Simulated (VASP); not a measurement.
# Ca (Fm-3m) in VASP: further runs

Runs on Ca. Level: PBE. Tasks: relaxation of cell and atoms.

Program: VASP 6.6.1. These are calculated values, not measurements. Logs are shortened: lines on timing, memory, paths and dates and some standing lists are left out, and cuts for length are marked.

### Step 1. The cell of the first run

Symmetry: Fm-3m, No. 225, cubic system. Conventional cell: a = 5.588 Å, b = 5.588 Å, c = 5.588 Å, α = 90.00°, β = 90.00°, γ = 90.00°. Within 5.2 Å of Ca (site symmetry m-3m) lie 12 Ca at 3.95 Å.

### Step 2. Relaxation of cell and atoms, PBE, target pressure 5 GPa, at which the enthalpy is minimised

Contents of INCAR:

```
ALGO = Normal ; EDIFF = 1E-7
EDIFFG = -0.01 ; ENCUT = 600
GGA = PE ; IBRION = 2
ISIF = 3 ; ISMEAR = -1
LASPH = True ; LCHARG = False
LREAL = False ; LWAVE = False
NELM = 80 ; NSW = 60
PREC = Accurate ; PSTRESS = 50.0
SIGMA = 0.05
```

Contents of KPOINTS:

```
k-points
0
Gamma
  8 8 8
```

Contents of POSCAR:

```
Ca
1.0
    0.0000000000      2.7942000000      2.7942000000
    2.7942000000      0.0000000000      2.7942000000
    2.7942000000      2.7942000000      0.0000000000
Ca
1
Direct
    0.0000000000      0.0000000000      0.0000000000
```

Potentials or basis: VASP PAW PBE potentials, release 64 (Ca_sv).

The run is started by

```bash
> cat potpaw_PBE.64/Ca_sv/POTCAR > POTCAR
> mpirun -np 1 vasp_std > vasp.out
```

OUTCAR:

```text
EDIFF = 1E-7
   EDIFFG = -0.01
   ENCUT = 600
   GGA = PE
   IBRION = 2
   ISIF = 3
   ISMEAR = -1
   LASPH = True
   LREAL = False
   NELM = 80
   NSW = 60
   PREC = Accurate
   PSTRESS = 50.0

 ion  position               nearest neighbor table
   1  0.000  0.000  0.000-

  LATTYP: Found a face centered cubic cell.
 ALAT       =     5.5884000000

  Lattice vectors:

 A1 = (   0.0000000000,   2.7942000000,   2.7942000000)
 A2 = (   2.7942000000,   0.0000000000,   2.7942000000)
 A3 = (   2.7942000000,   2.7942000000,   0.0000000000)

Analysis of symmetry for initial positions (statically):
=====================================================================
 Subroutine PRICEL returns:
 Original cell was already a primitive cell.

 Routine SETGRP: Setting up the symmetry group for a
 face centered cubic supercell.

 Subroutine GETGRP returns: Found 48 space group operations
 (whereof 48 operations were pure point group operations)
 out of a pool of 48 trial point group operations.

The static configuration has the point symmetry O_h .

Analysis of symmetry for dynamics (positions and initial velocities):
=====================================================================
 Subroutine PRICEL returns:
 Original cell was already a primitive cell.

 Routine SETGRP: Setting up the symmetry group for a
 face centered cubic supercell.

 Subroutine GETGRP returns: Found 48 space group operations
 (whereof 48 operations were pure point group operations)
 out of a pool of 48 trial point group operations.

The dynamic configuration has the point symmetry O_h .

 Subroutine INISYM returns: Found 48 space group operations
 (whereof 48 operations are pure point group operations),
 and found     1 'primitive' translations

----------------------------------------------------------------------------------------

                                     Primitive cell

  volume of cell :      43.6317

  direct lattice vectors                    reciprocal lattice vectors
     0.000000000  2.794200000  2.794200000    -0.178942094  0.178942094  0.178942094
     2.794200000  0.000000000  2.794200000     0.178942094 -0.178942094  0.178942094
     2.794200000  2.794200000  0.000000000     0.178942094  0.178942094 -0.178942094

  length of vectors
     3.951595536  3.951595536  3.951595536     0.309936799  0.309936799  0.309936799

  position of ions in fractional coordinates (direct lattice)
     0.000000000  0.000000000  0.000000000
[... 83 lines left out ...]
   ISYM   =      2    0-nonsym 1-usesym 2-fastsym
   POTIM  = 0.5000    time-step for ionic-motion
   TEBEG  =    0.0;   TEEND  =   0.0 temperature during run
   PSTRESS=   50.0 pullay stress
   NELECT =      10.0000    total number of electrons
   NUPDOWN=      -1.0000    fix difference up-down
   EMIN   =  10.00;   EMAX   =-10.00  energy-range for DOS
   EFERMI =   0.00;   METHOD = LEGACY
   ISMEAR =    -1;   SIGMA  =   0.05  broadening in eV -4-tet -1-fermi 0-gaus
   EFERMI_NEDOS =   21; number of points for ismear=-14 and -15
   IALGO  =     38    algorithm
   IMIX   =      4    mixing-type and parameters
     AMIX     =   0.40;   BMIX     =  1.00
     AMIX_MAG =   1.60;   BMIX_MAG =  1.00
  volume/ion in A,a.u.               =      43.63       294.44
  Fermi-wavevector in a.u.,A,eV,Ry     =   1.001861  1.893242 13.656506  1.003725
  Thomas-Fermi vector in A             =   2.134310
   LORBIT       =      0    0 simple, 1 ext, 2 COOP (PROOUT), +10 PAW based schemes
   GGA     = PE    functional components
   LHFCALC =     F    Hartree Fock is set to
   AEXX    =    0.0000 exact exchange contribution
   IVDW    =     0    specifies the selected vdW correction
   LEPSILON=     F    determine dielectric tensor
   LRPA    =     F    only Hartree local field effects (RPA)
 conjugate gradient relaxation of ions
 non-spin polarized calculation
  energy-cutoff  :      600.00
  volume of cell :       43.63
 maximum number of plane-waves:      1475
   NGX = 15   NGY = 15   NGZ = 15

--------------------------------------- Ionic step        1  -------------------------------------------

 number of electron      10.0000001 magnetization

 Free energy of the ion-electron system (eV)
  ---------------------------------------------------
  ext. energy  EPLUGINS =         0.00000000
  ---------------------------------------------------
  free energy    TOTEN  =        -1.93273048 eV

  energy without entropy =       -1.92070003  energy(sigma->0) =       -1.92671526

------------------------ aborting loop because EDIFF is reached ----------------------------------------

  FORCE on cell =-STRESS in cart. coord.  units (eV):
  Direction    XX          YY          ZZ          XY          YZ          ZX
  --------------------------------------------------------------------------------------
  -------------------------------------------------------------------------------------
  Total       -0.1443757     -0.1443757     -0.1443757      0.0000000     -0.0000000      0.0000000
  in kB       -5.3015413     -5.3015413     -5.3015413      0.0000000     -0.0000000      0.0000000
  external PRESSURE =     -55.3015413 kB  Pullay stress =      50.0000000 kB
[... 61 lines left out ...]
--------------------------------------- Ionic step        3  -------------------------------------------

 number of electron       9.9999999 magnetization

 Free energy of the ion-electron system (eV)
  ---------------------------------------------------
  ext. energy  EPLUGINS =         0.00000000
  ---------------------------------------------------
  free energy    TOTEN  =        -1.82808766 eV

  energy without entropy =       -1.82042935  energy(sigma->0) =       -1.82425850

 E-fermi :   2.8322     XC(G=0):  -8.4057

 val. band max:        2.7529404710   @ k =  -0.3750   0.3750   0.0000
 cond. band min:       2.8614791830   @ k =  -0.3750   0.2500   0.1250
 fundamental gap:      0.1085387120
 Fermi energy:         2.8321579787

 k-point     1 :       0.0000    0.0000    0.0000
  band No.  band energies     occupation
      1     -38.6850      2.00000
      2     -19.5566      2.00000
      3     -19.5566      2.00000
      4     -19.5566      2.00000
      5      -1.5224      2.00000
      6       5.4687      0.00000
      7       5.4687      0.00000
      8       5.4687      0.00000
      9       6.8301      0.00000
[... 265 lines left out ...]
 k-point    24 :      -0.3750    0.2500    0.1250
  band No.  band energies     occupation
      1     -38.6437      2.00000
      2     -19.8067      2.00000
      3     -19.6704      2.00000
      4     -19.6187      2.00000
      5       2.5520      1.99266
      6       2.8615      0.71491
      7       4.4660      0.00000
      8       5.8585      0.00000
      9       7.5191      0.00000

 [... further k-points ...]
[... 5 lines left out ...]
  --------------------------------------------------------------------------------------
  -------------------------------------------------------------------------------------
  Total        1.0612349      1.0612349      1.0612349      0.0000000     -0.0000000      0.0000000
  in kB       49.6022433     49.6022433     49.6022433      0.0000000     -0.0000000      0.0000000
  external PRESSURE =      -0.3977567 kB  Pullay stress =      50.0000000 kB
[... 20 lines left out ...]
  energy  without entropy=       -1.8204293452  energy(sigma->0) =       -1.82425850

  enthalpy is  TOTEN    =        -0.7583428000 eV   P V=        1.0697448626

 reached required accuracy - stopping structural energy minimisation
```

CONTCAR:

```text
Ca
   1.00000000000000
    -0.0000000000000000    2.5782810935245339    2.5782810935245339
     2.5782810935245339   -0.0000000000000000    2.5782810935245339
     2.5782810935245339    2.5782810935245339   -0.0000000000000000
  Ca
     1
Direct
     0.0000000000000000    0.0000000000000000    0.0000000000000000

  0.00000000E+00  0.00000000E+00  0.00000000E+00
```

Run time: 16 s. Hardware: 1 thread of Intel Xeon 6975P-C (Granite Rapids), shared host; peak memory 0.18 GiB.

What came out:

* Free energy: -1.8281 eV
* Relaxed volume: 34.28 Å³/atom
* Relaxed cell: a = 3.646 Å, b = 3.646 Å, c = 3.646 Å, α = 60.00°, β = 60.00°, γ = 60.00°
* Space group after relaxing (to 0.05 Å): Fm-3m (No. 225)
* Energy change on relaxing (the enthalpy is what falls): +104.6 meV/atom
* Ionic steps: 3
* Pressure after relaxing: 5.0 GPa
* Band gap on the k mesh: zero (band 5 reaches 2.91 eV, above the bottom of band 6 at 2.86 eV)

The path:
| step | energy change (eV) | largest force (eV/Å) | pressure (GPa) | volume (Å³) |
| --- | --- | --- | --- | --- |
| 1 | 0.0000 | 0.0000 | -0.53 | 43.63 |
| 2 | 0.0894 | 0.0000 | 4.50 | 34.80 |
| 3 | 0.1046 | 0.0000 | 4.96 | 34.28 |

Final structure:
```yaml
crystal:
  lattice:
    - [0.00000, 2.57828, 2.57828]
    - [2.57828, 0.00000, 2.57828]
    - [2.57828, 2.57828, 0.00000]
  atoms:
    - { symbol: Ca, position: [0.00000, 0.00000, 0.00000] }
```

Caveat: the cell is relaxed towards a set pressure, so the enthalpy falls and the energy may rise; the volume moved by over 15 % at a fixed basis, so the end points are rough.

### Step 3. Relaxation of cell and atoms, PBE, target pressure 10 GPa, at which the enthalpy is minimised

Contents of INCAR:

```
SYSTEM = Ca
ALGO = Normal ; EDIFF = 1E-6
EDIFFG = -0.01 ; ENCUT = 600
GGA = PE ; IBRION = 2
ISIF = 3 ; ISMEAR = -1
LASPH = .True. ; LCHARG = .False.
LREAL = .False. ; LWAVE = .False.
NELM = 60 ; NSW = 60
PREC = Accurate ; PSTRESS = 100.0
SIGMA = 0.05
```

Contents of KPOINTS:

```
k-points
0
Gamma
  8 8 8
  0 0 0
```

POSCAR is that of step 2.

Potentials or basis: VASP PAW PBE potentials, release 64 (Ca_sv).

The run is started by

```bash
> cat potpaw_PBE.64/Ca_sv/POTCAR > POTCAR
> mpirun -np 1 vasp_std > vasp.out
```

Run time: 38 s. Hardware: 1 thread of Intel Xeon 6975P-C (Granite Rapids), shared host; peak memory 0.19 GiB.

It converged, with:

* Free energy: -1.6369 eV
* Relaxed volume: 30.06 Å³/atom
* Relaxed cell: a = 3.490 Å, b = 3.490 Å, c = 3.490 Å, α = 60.00°, β = 60.00°, γ = 60.00°
* Space group after relaxing (to 0.05 Å): Fm-3m (No. 225)
* Energy change on relaxing (the enthalpy is what falls): +295.8 meV/atom
* Ionic steps: 16
* Pressure after relaxing: 10.0 GPa
* Band gap on the k mesh: 0.15 eV, indirect (least direct gap 0.39 eV)

Step by step:
```
step  energy change (eV)  largest force (eV/Å)  pressure (GPa)  volume (Å³)
   1              0.0000                0.0000           -0.55        43.63
   2              0.4545                0.0000           13.70        27.89
   3              0.3022                0.0000           10.12        29.95
   4              0.2873                0.0000            9.76        30.19
   5              0.2875                0.0000            9.72        30.19
   6              0.2881                0.0000            9.77        30.18
   7              0.2881                0.0000            9.77        30.18
   8              0.2881                0.0000            9.77        30.18
   9              0.2881                0.0000            9.77        30.18
  10              0.2882                0.0000            9.77        30.18
  11              0.2883                0.0000            9.76        30.18
  12              0.2885                0.0000            9.79        30.17
  13              0.2890                0.0000            9.81        30.17
  14              0.2900                0.0000            9.81        30.15
  15              0.2919                0.0000            9.87        30.12
  16              0.2958                0.0000            9.96        30.06
```

Final structure:
```
CELL_PARAMETERS angstrom
0.00000 2.46775 2.46775
2.46775 0.00000 2.46775
2.46775 2.46775 0.00000
ATOMIC_POSITIONS crystal
Ca 0.00000 0.00000 0.00000
```

Levels at points of the mesh, in eV from the valence-band top:
```csv
k point,band 1,band 2,band 3,band 4,band 5,band 6,band 7,band 8,band 9
"(0.00, 0.00, 0.00)",-41.23,-22.04,-22.04,-22.04,-4.51,2.82,2.82,2.82,4.39
"(0.50, 0.00, 0.00)",-41.17,-22.49,-22.10,-22.10,-1.10,0.38,2.64,2.64,5.42
"(0.50, 0.50, 0.00)",-41.15,-22.46,-22.20,-22.20,-0.85,0.34,1.94,5.42,5.70
```

Caveat: the cell is relaxed towards a set pressure, so the enthalpy falls and the energy may rise; the volume moved by over 15 % at a fixed basis, so the end points are rough. A k mesh can miss the band edges.

### Step 4. Relaxation of cell and atoms, PBE, target pressure 20 GPa, at which the enthalpy is minimised

Contents of INCAR:

```
SYSTEM = Ca
ALGO = Normal ; EDIFF = 1E-7
EDIFFG = -0.01 ; ENCUT = 600
GGA = PE ; IBRION = 2
ISIF = 3 ; ISMEAR = -1
LASPH = .TRUE. ; LCHARG = .FALSE.
LREAL = .FALSE. ; LWAVE = .FALSE.
NELM = 100 ; NSW = 60
PREC = Accurate ; PSTRESS = 200.0
SIGMA = 0.05
```

Contents of KPOINTS:

```
k-points
0
G
  8 8 8
  0 0 0
```

POSCAR is that of step 3.

Potentials or basis: VASP PAW PBE potentials, release 64 (Ca_sv).

The run is started by

```bash
> cat potpaw_PBE.64/Ca_sv/POTCAR > POTCAR
> mpirun -np 1 vasp_std > vasp.out
```

OUTCAR:

```text
SYSTEM = Ca
   EDIFF = 1E-7
   EDIFFG = -0.01
   ENCUT = 600
   GGA = PE
   IBRION = 2
   ISIF = 3
   ISMEAR = -1
   LASPH = .TRUE.
   LREAL = .FALSE.
   NELM = 100
   NSW = 60
   PREC = Accurate
   PSTRESS = 200.0

 ion  position               nearest neighbor table
   1  0.000  0.000  0.000-

  LATTYP: Found a face centered cubic cell.
 ALAT       =     5.5884000000

  Lattice vectors:

 A1 = (   0.0000000000,   2.7942000000,   2.7942000000)
 A2 = (   2.7942000000,   0.0000000000,   2.7942000000)
 A3 = (   2.7942000000,   2.7942000000,   0.0000000000)

Analysis of symmetry for initial positions (statically):
=====================================================================
 Subroutine PRICEL returns:
 Original cell was already a primitive cell.

 Routine SETGRP: Setting up the symmetry group for a
 face centered cubic supercell.

 Subroutine GETGRP returns: Found 48 space group operations
 (whereof 48 operations were pure point group operations)
 out of a pool of 48 trial point group operations.

The static configuration has the point symmetry O_h .

Analysis of symmetry for dynamics (positions and initial velocities):
=====================================================================
 Subroutine PRICEL returns:
 Original cell was already a primitive cell.
[... 122 lines left out ...]
   EFERMI_NEDOS =   21; number of points for ismear=-14 and -15
   IALGO  =     38    algorithm
   IMIX   =      4    mixing-type and parameters
     AMIX     =   0.40;   BMIX     =  1.00
     AMIX_MAG =   1.60;   BMIX_MAG =  1.00
  volume/ion in A,a.u.               =      43.63       294.44
  Fermi-wavevector in a.u.,A,eV,Ry     =   1.001861  1.893242 13.656506  1.003725
  Thomas-Fermi vector in A             =   2.134310
   LORBIT       =      0    0 simple, 1 ext, 2 COOP (PROOUT), +10 PAW based schemes
   GGA     = PE    functional components
   LHFCALC =     F    Hartree Fock is set to
   AEXX    =    0.0000 exact exchange contribution
   IVDW    =     0    specifies the selected vdW correction
   LEPSILON=     F    determine dielectric tensor
   LRPA    =     F    only Hartree local field effects (RPA)
 conjugate gradient relaxation of ions
 non-spin polarized calculation
  energy-cutoff  :      600.00
  volume of cell :       43.63
 maximum number of plane-waves:      1475
   NGX = 15   NGY = 15   NGZ = 15

--------------------------------------- Ionic step        1  -------------------------------------------

 number of electron      10.0000001 magnetization

 Free energy of the ion-electron system (eV)
  ---------------------------------------------------
  ext. energy  EPLUGINS =         0.00000000
  ---------------------------------------------------
  free energy    TOTEN  =        -1.93273048 eV

  energy without entropy =       -1.92070003  energy(sigma->0) =       -1.92671526

 E-fermi :   1.7877     XC(G=0):  -7.6326

 val. band max:        1.7444195422   @ k =  -0.3750   0.2500   0.1250
 cond. band min:       1.8481338743   @ k =   0.5000   0.1250   0.0000
 fundamental gap:      0.1037143321
 Fermi energy:         1.7876676925
[... 695 lines left out ...]
--------------------------------------- Ionic step        4  -------------------------------------------

 number of electron      10.0000000 magnetization

 Free energy of the ion-electron system (eV)
  ---------------------------------------------------
  ext. energy  EPLUGINS =         0.00000000
  ---------------------------------------------------
  free energy    TOTEN  =        -1.19755106 eV

  energy without entropy =       -1.19516745  energy(sigma->0) =       -1.19635926

 E-fermi :   4.4547     XC(G=0):  -9.5250

 val. band max:        4.2748723121   @ k =  -0.2500   0.3750   0.1250
 cond. band min:       4.4892139451   @ k =   0.5000   0.5000   0.0000
 fundamental gap:      0.2143416330
 Fermi energy:         4.4547250092
[... 320 lines left out ...]
  energy  without entropy=       -1.1951674544  energy(sigma->0) =       -1.19635926

  enthalpy is  TOTEN    =         1.9482027521 eV   P V=        3.1457538151

 reached required accuracy - stopping structural energy minimisation
```

OSZICAR:

```text
N       E                     dE             d eps       ncg     rms          rms(c)
DAV:   1     0.687776534485E+02    0.68778E+02   -0.54356E+03   522   0.110E+03
DAV:   2    -0.396012924856E+00   -0.69174E+02   -0.68837E+02   541   0.240E+02
DAV:   3    -0.186448538250E+01   -0.14685E+01   -0.14617E+01   811   0.363E+01
[... 44 lines left out ...]
DAV:   5    -0.119755279539E+01   -0.32988E-03   -0.75031E-04   744   0.125E-01    0.220E-02
DAV:   6    -0.119755325653E+01   -0.46114E-06   -0.11677E-05   761   0.288E-02    0.580E-03
DAV:   7    -0.119755163241E+01    0.16241E-05   -0.89601E-06   683   0.134E-02    0.309E-03
DAV:   8    -0.119755113459E+01    0.49781E-06   -0.10304E-06   814   0.823E-03    0.699E-04
DAV:   9    -0.119755106297E+01    0.71622E-07   -0.65995E-09   261   0.966E-04
   4 F= 0.19482028E+01 E0= 0.19493946E+01  d E =-.156562E+01
```

Wall time 22 s (1 thread of Intel Xeon 6975P-C (Granite Rapids), shared host); peak memory 0.19 GiB.

What came out:

```yaml
Free_energy: -1.1976 eV
Relaxed_volume: 25.20 Å³/atom
Relaxed_cell: a = 3.291 Å, b = 3.291 Å, c = 3.291 Å, α = 60.00°, β = 60.00°, γ = 60.00°
Space_group_after_relaxing_to_0.05_Å: Fm-3m (No. 225)
Energy_change_on_relaxing_the_enthalpy_is_what_falls: +735.2 meV/atom
Ionic_steps: 4
Pressure_after_relaxing: 20.0 GPa
Band_gap_on_the_k_mesh: 0.21 eV, indirect (least direct gap 0.52 eV)
```

Step by step:
```
step  energy change (eV)  largest force (eV/Å)  pressure (GPa)  volume (Å³)
   1              0.0000                0.0000           -0.53        43.63
   2              2.5417                0.0000           56.58        16.99
   3              0.6974                0.0000           19.20        25.51
   4              0.7352                0.0000           20.03        25.20
```

Final structure:
```
CELL_PARAMETERS angstrom
0.00000 2.32698 2.32698
2.32698 0.00000 2.32698
2.32698 2.32698 0.00000
ATOMIC_POSITIONS crystal
Ca 0.00000 0.00000 0.00000
```

Caveat: the cell is relaxed towards a set pressure, so the enthalpy falls and the energy may rise; the volume moved by over 15 % at a fixed basis, so the end points are rough.

### Step 5. Summary

```tsv
cell	gap on the mesh (eV)	pressure (GPa)
relaxed to 5 GPa	none	5.0
relaxed to 10 GPa	0.15	10.0
relaxed to 20 GPa	0.21	20.0
```

Alike in all rows: task relaxation of cell and atoms; level PBE; potentials or basis VASP PAW PBE potentials, release 64 (Ca_sv); no spin polarisation; k mesh 8 × 8 × 8; cutoff (eV) 600; smearing fermi-dirac 0.05 eV.

Caveats: the cell is relaxed towards a set pressure, so the enthalpy falls and the energy may rise; the volume moved by over 15 % at a fixed basis, so the end points are rough.

Absolute energies hang on the potentials; compare differences alone.
